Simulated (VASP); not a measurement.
A run of VASP 6.6.1:

INCAR

```
SYSTEM = NaCl
PREC = Accurate ; ENCUT = 520
EDIFF = 1E-7 ; ISMEAR = 0
SIGMA = 0.01 ; LREAL = .FALSE.
LASPH = .TRUE. ; NELM = 60
ALGO = Normal ; ISIF = 2
LWAVE = .FALSE. ; LCHARG = .FALSE.
GGA = PE ; NBANDS = 14
```

KPOINTS

```
regular mesh
0
G
  6 6 6
  0 0 0
```

File POSCAR:

```
NaCl
1.0
    0.0000000000      2.8027319694      2.8027319694
    2.8027319694      0.0000000000      2.8027319694
    2.8027319694      2.8027319694      0.0000000000
Na Cl
1 1
Direct
    0.0000000000      0.0000000000      0.0000000000
    0.5000000000      0.5000000000      0.5000000000
```

Potentials or basis: VASP PAW PBE potentials, release 64 (Na_pv, Cl).

The run is started by

```bash
$ cat potpaw_PBE.64/Na_pv/POTCAR potpaw_PBE.64/Cl/POTCAR > POTCAR
$ mpirun -np 1 vasp_std > vasp.out
```

Hardware: 1 thread of AMD EPYC 7R13, on a shared host.

Q: Estimate the wall time of this run.

A: Wall time 20 s on 1 thread of AMD EPYC 7R13, with other jobs on the host, peak memory 0.13 GiB. Counts: scf iterations 15, k points 16.
